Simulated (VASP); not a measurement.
# W2C (P-3m1) in VASP: notebook

The runs below take W2C through single point, with PBE, revPBE, LDA.

Everything below comes from runs of VASP 6.6.1. Logs are shortened: lines on timing, memory, paths and dates and some standing lists are left out, and cuts for length are marked.

### 1 The cell of the first run

The structure is trigonal, space group P-3m1 (No. 164). Conventional cell: a = 3.070 Å, b = 3.070 Å, c = 4.678 Å, α = 90.00°, β = 90.00°, γ = 120.00°. W (site symmetry 3m) has 3 C at 2.13 Å and 12 W at 2.91 to 3.07 Å within 3.1 Å. C (site symmetry -3m) has 6 W at 2.13 Å within 2.8 Å.

### 2 Single point, PBE

INCAR

```
PREC = Accurate ; ENCUT = 600
EDIFF = 1E-6 ; ISMEAR = -1
SIGMA = 0.06802846561497 ; LREAL = False
LASPH = True ; NELM = 120
ALGO = Normal ; ISIF = 2
LWAVE = False ; LCHARG = False
GGA = PE ; NBANDS = 23
GGA_COMPAT = False
```

KPOINTS

```
Automatic mesh
0
Gamma
  6 6 4
```

POSCAR

```
W2C
1.0
    3.0700456420      0.0000000000      0.0000000000
   -1.5350228210      2.6587375167      0.0000000000
    0.0000000000      0.0000000000      4.6784280000
W C
2 1
Direct
    0.3333333333      0.6666666667      0.7463310000
    0.6666666667      0.3333333333      0.2536690000
    0.0000000000      0.0000000000      0.0000000000
```

Potentials or basis: VASP PAW PBE potentials, release 64 (W_sv, C).

On the command line:

```bash
> cat potpaw_PBE.64/W_sv/POTCAR potpaw_PBE.64/C/POTCAR > POTCAR
> mpirun -np 1 vasp_std > vasp.out
```

OUTCAR:

```text
PREC = Accurate
   ENCUT = 600
   EDIFF = 1E-6
   ISMEAR = -1
   LREAL = False
   LASPH = True
   NELM = 120
   ISIF = 2
   GGA = PE

 ion  position               nearest neighbor table
   1  0.333  0.667  0.746-   3 2.13   3 2.13   3 2.13   2 2.91   2 2.91   2 2.91   2 2.96   2 2.96
                             2 2.96
   2  0.667  0.333  0.254-   3 2.13   3 2.13   3 2.13   1 2.91   1 2.91   1 2.91   1 2.96   1 2.96
                             1 2.96
   3  0.000  0.000  0.000-   1 2.13   2 2.13   1 2.13   2 2.13   2 2.13   1 2.13

  LATTYP: Found a hexagonal cell.
 ALAT       =     3.0700456420
 C/A-ratio  =     1.5238952594

  Lattice vectors:

 A1 = (   3.0700456420,   0.0000000000,   0.0000000000)
 A2 = (  -1.5350228210,   2.6587375167,   0.0000000000)
 A3 = (   0.0000000000,   0.0000000000,   4.6784280000)

Analysis of symmetry for initial positions (statically):
=====================================================================
 Subroutine PRICEL returns:
 Original cell was already a primitive cell.

 Routine SETGRP: Setting up the symmetry group for a
 hexagonal supercell.

 Subroutine GETGRP returns: Found 12 space group operations
 (whereof 12 operations were pure point group operations)
 out of a pool of 24 trial point group operations.

The static configuration has the point symmetry D_3d.

Analysis of symmetry for dynamics (positions and initial velocities):
=====================================================================
 Subroutine PRICEL returns:
 Original cell was already a primitive cell.

 Routine SETGRP: Setting up the symmetry group for a
 hexagonal supercell.

 Subroutine GETGRP returns: Found 12 space group operations
 (whereof 12 operations were pure point group operations)
 out of a pool of 24 trial point group operations.

The dynamic configuration has the point symmetry D_3d.

 Subroutine INISYM returns: Found 12 space group operations
 (whereof 12 operations are pure point group operations),
 and found     1 'primitive' translations

----------------------------------------------------------------------------------------

                                     Primitive cell

  volume of cell :      38.1874

  direct lattice vectors                    reciprocal lattice vectors
     3.070045642  0.000000000  0.000000000     0.325728056  0.188059181  0.000000000
    -1.535022821  2.658737517  0.000000000     0.000000000  0.376118362  0.000000000
     0.000000000  0.000000000  4.678428000     0.000000000  0.000000000  0.213747011

  length of vectors
     3.070045642  3.070045642  4.678428000     0.376118362  0.376118362  0.213747011

  position of ions in fractional coordinates (direct lattice)
     0.333333333  0.666666667  0.746331000
     0.666666667  0.333333333  0.253669000
     0.000000000  0.000000000  0.000000000

  ion indices of the primitive-cell ions
   primitive index   ion index
                 1           1
                 2           2
                 3           3

----------------------------------------------------------------------------------------

 KPOINTS: Automatic mesh

Automatic generation of k-mesh.
 Grid dimensions read from file:
 generate k-points for:    6    6    4

 Generating k-lattice:

  Cartesian coordinates                     Fractional coordinates (reciprocal lattice)
     0.054288009  0.031343197  0.000000000     0.166666667  0.000000000  0.000000000
     0.000000000  0.062686394  0.000000000     0.000000000  0.166666667  0.000000000
     0.000000000  0.000000000  0.053436753     0.000000000  0.000000000  0.250000000

  Length of vectors
     0.062686394  0.062686394  0.053436753

  Shift w.r.t. Gamma in fractional coordinates (k-lattice)
     0.000000000  0.000000000  0.000000000

 Subroutine IBZKPT returns following result:
 ===========================================

 Found     24 irreducible k-points:

 Following reciprocal coordinates:
            Coordinates               Weight
  0.000000  0.000000  0.000000      1.000000
  0.166667 -0.000000  0.000000      6.000000
  0.333333 -0.000000  0.000000      6.000000
  0.500000 -0.000000  0.000000      3.000000
  0.166667  0.166667  0.000000      6.000000
  0.333333  0.166667  0.000000     12.000000
[... 16 lines left out ...]
  0.333333  0.166667  0.500000     12.000000
  0.333333  0.333333  0.500000      2.000000
   k-points           NKPTS =     24   k-points in BZ     NKDIM =     24   number of bands    NBANDS=     23
   number of dos      NEDOS =    301   number of ions     NIONS =      3
   total plane-waves  NPLWV =  31360
   dimension x,y,z NGX =    28 NGY =   28 NGZ =   40
   dimension x,y,z NGXF=    56 NGYF=   56 NGZF=   80
   ions per type =               2   1
   NGX,Y,Z   is equivalent  to a cutoff of  15.16, 15.16, 14.21 a.u.
   NGXF,Y,Z  is equivalent  to a cutoff of  30.32, 30.32, 28.43 a.u.
 SYSTEM =  unknown system
   PREC   = accura    normal or accurate (medium, high low for compatibility)
[... 37 lines left out ...]
   LEPSILON=     F    determine dielectric tensor
   LRPA    =     F    only Hartree local field effects (RPA)
 non-spin polarized calculation
  energy-cutoff  :      600.00
  volume of cell :       38.19
 maximum number of plane-waves:      1288
 NGX is ok and might be reduce to    28
   NGX = 13   NGY = 13   NGZ = 19

 number of electron      32.0000000 magnetization

 Free energy of the ion-electron system (eV)
  ---------------------------------------------------
  ext. energy  EPLUGINS =         0.00000000
  ---------------------------------------------------
  free energy    TOTEN  =       -35.00365023 eV

  energy without entropy =      -34.98448496  energy(sigma->0) =      -34.99406759

 E-fermi :  11.5647     XC(G=0): -13.4553

 val. band max:       11.5000205576   @ k =   0.1667  -0.0000   0.2500
 cond. band min:      11.6137717113   @ k =   0.1667   0.1667   0.2500
 fundamental gap:      0.1137511537
 Fermi energy:        11.5646594277

 k-point     1 :       0.0000    0.0000    0.0000
  band No.  band energies     occupation
      1     -63.2935      2.00000
      2     -63.2181      2.00000
      3     -27.9491      2.00000
      4     -27.3636      2.00000
      5     -27.3636      2.00000
      6     -27.2290      2.00000
[... 15 lines left out ...]
     22      18.2880      0.00000
     23      18.9282      0.00000

 k-point     2 :       0.1667   -0.0000    0.0000
  band No.  band energies     occupation
      1     -63.2822      2.00000
      2     -63.2156      2.00000
      3     -27.8813      2.00000
      4     -27.4861      2.00000
      5     -27.4096      2.00000
      6     -27.3488      2.00000
[... 15 lines left out ...]
     22      17.7233      0.00000
     23      18.4694      0.00000

 k-point     3 :       0.3333   -0.0000    0.0000
  band No.  band energies     occupation
      1     -63.2569      2.00000
      2     -63.2133      2.00000
      3     -27.7392      2.00000
      4     -27.7052      2.00000
      5     -27.5748      2.00000
      6     -27.4925      2.00000
[... 15 lines left out ...]
     22      16.9062      0.00000
     23      17.6503      0.00000

 k-point     4 :       0.5000   -0.0000    0.0000
  band No.  band energies     occupation
      1     -63.2407      2.00000
      2     -63.2156      2.00000
      3     -27.8529      2.00000
      4     -27.6828      2.00000
      5     -27.5860      2.00000
      6     -27.5313      2.00000
[... 15 lines left out ...]
     22      15.3011      0.00000
     23      18.0877      0.00000

 k-point     5 :       0.1667    0.1667    0.0000
  band No.  band energies     occupation
      1     -63.2637      2.00000
      2     -63.2134      2.00000
      3     -27.7631      2.00000
      4     -27.6041      2.00000
      5     -27.6033      2.00000
      6     -27.4145      2.00000
[... 434 lines left out ...]
 k-point    22 :       0.1667    0.1667    0.5000
  band No.  band energies     occupation
      1     -63.2400      2.00000
      2     -63.2372      2.00000
      3     -27.7515      2.00000
      4     -27.7053      2.00000
      5     -27.4171      2.00000
      6     -27.4127      2.00000
[... 15 lines left out ...]
     22      16.9416      0.00000
     23      19.2070      0.00000

 k-point    23 :       0.3333    0.1667    0.5000
  band No.  band energies     occupation
      1     -63.2288      2.00000
      2     -63.2275      2.00000
      3     -27.8593      2.00000
      4     -27.8373      2.00000
      5     -27.5130      2.00000
      6     -27.5067      2.00000
[... 15 lines left out ...]
     22      17.6784      0.00000
     23      18.9189      0.00000

 k-point    24 :       0.3333    0.3333    0.5000
  band No.  band energies     occupation
      1     -63.2247      2.00000
      2     -63.2247      2.00000
      3     -27.8054      2.00000
      4     -27.8054      2.00000
      5     -27.6530      2.00000
      6     -27.6305      2.00000
[... 15 lines left out ...]
     22      17.8740      0.00000
     23      17.9465      0.00000

------------------------ aborting loop because EDIFF is reached ----------------------------------------

  FORCE on cell =-STRESS in cart. coord.  units (eV):
  Direction    XX          YY          ZZ          XY          YZ          ZX
  --------------------------------------------------------------------------------------
  -------------------------------------------------------------------------------------
  Total       -0.1477980     -0.1477980     -0.4864908      0.0000000      0.0000000      0.0000000
  in kB       -6.2009589     -6.2009589    -20.4110328      0.0000000      0.0000000      0.0000000
  external PRESSURE =     -10.9376502 kB  Pullay stress =       0.0000000 kB

 VOLUME and BASIS-vectors are now :
 -----------------------------------------------------------------------------
  energy-cutoff  :      600.00
  volume of cell :       38.19
      direct lattice vectors                 reciprocal lattice vectors
     3.070045642  0.000000000  0.000000000     0.325728056  0.188059181  0.000000000
    -1.535022821  2.658737517  0.000000000     0.000000000  0.376118362  0.000000000
     0.000000000  0.000000000  4.678428000     0.000000000  0.000000000  0.213747011

 POSITION                                       TOTAL-FORCE (eV/Angst)
 -----------------------------------------------------------------------------------
     -0.00000      1.77249      3.49166        -0.000000     -0.000000      0.097420
      1.53502      0.88625      1.18677         0.000000      0.000000     -0.097420
      0.00000      0.00000      0.00000        -0.000000      0.000000      0.000000
 -----------------------------------------------------------------------------------
    total drift:                                0.000000      0.000000      0.000000

  FREE ENERGIE OF THE ION-ELECTRON SYSTEM (eV)
  ---------------------------------------------------
  free  energy   TOTEN  =       -35.0036502321 eV

  energy  without entropy=      -34.9844849555  energy(sigma->0) =      -34.99406759
```

Run time: 34 s. Hardware: 1 thread of Intel Xeon Platinum 8375C at 2.90GHz (Ice Lake), shared host; peak memory 0.19 GiB.

Results:

| Quantity | Value |
| --- | --- |
| Free energy | -35.0037 eV |
| Pressure | -1.1 GPa |
| Largest force | 0.097 eV/Å |
| Band gap on the k mesh | zero (bands 16 and 17 overlap by 2.45 eV) |

Forces in eV/Å, atoms in the order of the input:
```
W    0.000  0.000  0.097
W    0.000  0.000 -0.097
C    0.000  0.000  0.000
```

Stress tensor (GPa, compression positive):
```
-0.62  0.00  0.00
 0.00 -0.62  0.00
 0.00  0.00 -2.04
```

Caveat: the k points lie up to 0.39 Å⁻¹ apart, too coarse for converged energies and pressures of a metal; spin-orbit coupling is left out, which moves the levels of the heavy elements.

### 3 Single point, revPBE

This run uses another cell than the first one, of 12.67 Å³/atom.

INCAR

```
SYSTEM = W2C
ALGO = Normal ; EDIFF = 1E-6
ENCUT = 600 ; GGA = RE
GGA_COMPAT = .FALSE. ; ISIF = 2
ISMEAR = 0 ; LASPH = .TRUE.
LCHARG = .TRUE. ; LELF = .TRUE.
LREAL = .FALSE. ; LVHAR = .TRUE.
LWAVE = .FALSE. ; NBANDS = 23
NELM = 120 ; PREC = Accurate
SIGMA = 0.1
```

KPOINTS

```
k-points
0
G
  6 6 4
  0 0 0
```

POSCAR

```
W2C
1.0
    3.0649203476      0.0000000000      0.0000000000
   -1.5324601738      2.6542988816      0.0000000000
    0.0000000000      0.0000000000      4.6706175881
W C
2 1
Direct
    0.3333333333      0.6666666667      0.7463310000
    0.6666666667      0.3333333333      0.2536690000
    0.0000000000      0.0000000000      0.0000000000
```

Potentials or basis: VASP PAW PBE potentials, release 64 (W_sv, C).

On the command line:

```bash
> cat potpaw_PBE.64/W_sv/POTCAR potpaw_PBE.64/C/POTCAR > POTCAR
> mpirun -np 1 vasp_std > vasp.out
```

Wall time 36 s (1 thread of Intel Xeon Platinum 8375C at 2.90GHz (Ice Lake), shared host); peak memory 0.17 GiB.

Results (log left out):

| Quantity | Value |
| --- | --- |
| Free energy | -33.7032 eV |
| Pressure | 3.3 GPa |
| Largest force | 0.026 eV/Å |
| Band gap on the k mesh | zero (bands 16 and 17 overlap by 2.47 eV) |

Forces on the atoms (eV/Å):
```
W    0.000  0.000  0.026
W    0.000  0.000 -0.026
C    0.000  0.000  0.000
```

Stress tensor (GPa, compression positive):
```
3.81 0.00 0.00
0.00 3.81 0.00
0.00 0.00 2.29
```

Levels at points of the mesh, in eV from the Fermi level:
| k point | band 13 | band 14 | band 15 | band 16 | band 17 | band 18 | band 19 | band 20 |
| --- | --- | --- | --- | --- | --- | --- | --- | --- |
| (0.00, 0.00, 0.00) | -4.06 | -1.53 | -1.41 | -1.41 | -1.12 | -1.12 | 0.51 | 0.51 |
| (0.50, 0.00, 0.00) | -5.51 | -3.50 | -1.83 | 1.35 | 2.21 | 2.54 | 3.01 | 3.17 |
| (0.00, 0.00, 0.50) | -3.31 | -2.87 | -2.35 | -2.35 | 0.99 | 0.99 | 1.61 | 1.61 |
| (0.50, 0.00, 0.50) | -4.17 | -2.72 | -2.53 | -0.53 | 0.21 | 1.99 | 2.55 | 2.81 |

Caveat: the k points lie up to 0.39 Å⁻¹ apart, too coarse for converged energies and pressures of a metal; the PAW data sets were made with another functional, which shifts forces and pressure a little; spin-orbit coupling is left out, which moves the levels of the heavy elements.

### 4 Single point, LDA

INCAR

```
SYSTEM = W2C
ALGO = Normal
EDIFF = 1E-6
ENCUT = 600
GGA_COMPAT = .False.
ISIF = 2
ISMEAR = 1
LASPH = .True.
LCHARG = .False.
LREAL = .False.
LWAVE = .False.
NBANDS = 23
NELM = 120
PREC = Accurate
SIGMA = 0.13
```

KPOINTS

```
k-points
0
Gamma
  6 6 4
  0 0 0
```

POSCAR

```
W2C
1.0
    3.0700456420      0.0000000000      0.0000000000
   -1.5350228210      2.6587375167      0.0000000000
    0.0000000000      0.0000000000      4.6784280000
W C
2 1
Direct
    0.3333333333      0.6666666667      0.7463310000
    0.6666666667      0.3333333333      0.2536690000
    0.0000000000      0.0000000000      0.0000000000
```

Potentials or basis: VASP PAW LDA potentials, release 64 (W_sv, C).

On the command line:

```bash
> cat potpaw_LDA.64/W_sv/POTCAR potpaw_LDA.64/C/POTCAR > POTCAR
> mpirun -np 1 vasp_std > vasp.out
```

Wall time 51 s (1 thread of Intel Xeon Platinum 8375C at 2.90GHz (Ice Lake), shared host); peak memory 0.17 GiB.

The run converged. Its results:

```yaml
Free_energy: -38.3291 eV
Pressure: -13.7 GPa
Largest_force: 0.396 eV/Å
Band_gap_on_the_k_mesh: zero (bands 16 and 17 overlap by 2.44 eV)
```

Forces in eV/Å, atoms in the order of the input:
```
W    0.000  0.000  0.396
W    0.000  0.000 -0.396
C    0.000  0.000  0.000
```

Stress tensor (GPa, compression positive):
```
-13.00   0.00   0.00
  0.00 -13.00   0.00
  0.00   0.00 -15.03
```

Levels at points of the mesh, in eV from the Fermi level:
```
           k point  band 14  band 15  band 16  band 17  band 18  band 19
(0.00, 0.00, 0.00)    -1.52    -1.41    -1.41    -1.11    -1.11     0.50
(0.50, 0.00, 0.00)    -3.38    -1.74     1.33     2.21     2.52     2.97
(0.00, 0.00, 0.50)    -2.77    -2.34    -2.34     0.99     0.99     1.57
(0.50, 0.00, 0.50)    -2.58    -2.41    -0.52     0.24     1.95     2.50
```

Caveat: the k points lie up to 0.39 Å⁻¹ apart, too coarse for converged energies and pressures of a metal; spin-orbit coupling is left out, which moves the levels of the heavy elements.

### 5 Single point, LDA

INCAR

```
PREC = Accurate
ENCUT = 600
EDIFF = 1E-6
ISMEAR = 0
SIGMA = 0.1
LREAL = F
LASPH = T
NELM = 120
ALGO = Normal
ISIF = 2
LWAVE = F
LCHARG = F
NBANDS = 23
GGA_COMPAT = F
```

KPOINTS

```
regular mesh
0
Gamma
  6 6 4
```

POSCAR is that of step 4.

On the command line:

```bash
> cat potpaw_LDA.64/W_sv/POTCAR potpaw_LDA.64/C/POTCAR > POTCAR
> mpirun -np 1 vasp_std > vasp.out
```

It took 47 s on 1 thread of Intel Xeon Platinum 8375C at 2.90GHz (Ice Lake), shared host; peak memory 0.17 GiB.

The run converged. Its results:

```
Free energy            : -38.3324 eV
Pressure               : -13.7 GPa
Largest force          : 0.387 eV/Å
Band gap on the k mesh : zero (bands 16 and 17 overlap by 2.44 eV)
```

Forces in eV/Å, atoms in the order of the input:
```
W    0.000  0.000  0.387
W    0.000  0.000 -0.387
C    0.000  0.000  0.000
```

Stress tensor (GPa, compression positive):
```
-13.00   0.00   0.00
  0.00 -13.00   0.00
  0.00   0.00 -14.98
```

Levels at points of the mesh, in eV from the Fermi level:
```
           k point  band 13  band 14  band 15  band 16  band 17  band 18  band 19  band 20
(0.00, 0.00, 0.00)    -3.84    -1.52    -1.40    -1.40    -1.11    -1.11     0.50     0.50
(0.50, 0.00, 0.00)    -5.45    -3.38    -1.74     1.33     2.21     2.53     2.97     3.13
(0.00, 0.00, 0.50)    -3.26    -2.77    -2.34    -2.34     1.00     1.00     1.58     1.58
(0.50, 0.00, 0.50)    -4.11    -2.57    -2.40    -0.51     0.24     1.95     2.51     2.78
```

Caveat: the k points lie up to 0.39 Å⁻¹ apart, too coarse for converged energies and pressures of a metal; spin-orbit coupling is left out, which moves the levels of the heavy elements.

### 6 Summary

| level | potentials or basis | cell | smearing | gap on the mesh (eV) | pressure (GPa) | largest force (eV/Å) |
| --- | --- | --- | --- | --- | --- | --- |
| PBE | VASP PAW PBE potentials, release 64 (W_sv, C) | a = 3.070, b = 3.070, c = 4.678 Å, angles 90.0, 90.0, 120.0°, 3 atoms | fermi-dirac 0.0680285 eV | none | -1.1 | 0.10 |
| revPBE | VASP PAW PBE potentials, release 64 (W_sv, C) | a = 3.065, b = 3.065, c = 4.671 Å, angles 90.0, 90.0, 120.0°, 3 atoms | gaussian 0.1 eV | none | 3.3 | 0.03 |
| LDA | VASP PAW LDA potentials, release 64 (W_sv, C) | a = 3.070, b = 3.070, c = 4.678 Å, angles 90.0, 90.0, 120.0°, 3 atoms | methfessel-paxton 0.13 eV | none | -13.7 | 0.40 |
| LDA | VASP PAW LDA potentials, release 64 (W_sv, C) | a = 3.070, b = 3.070, c = 4.678 Å, angles 90.0, 90.0, 120.0°, 3 atoms | gaussian 0.1 eV | none | -13.7 | 0.39 |

Alike in all rows: task single point; no spin polarisation; k mesh 6 × 6 × 4; cutoff (eV) 600.

Caveats: all runs use coarse meshes; spin-orbit coupling is left out, which moves the levels of the heavy elements; the PAW data sets were made with another functional, which shifts forces and pressure a little (at least some runs).

Absolute energies hang on the potentials; compare differences alone.

The gap in the log of VASP goes by the Fermi energy; the results here count the filled bands.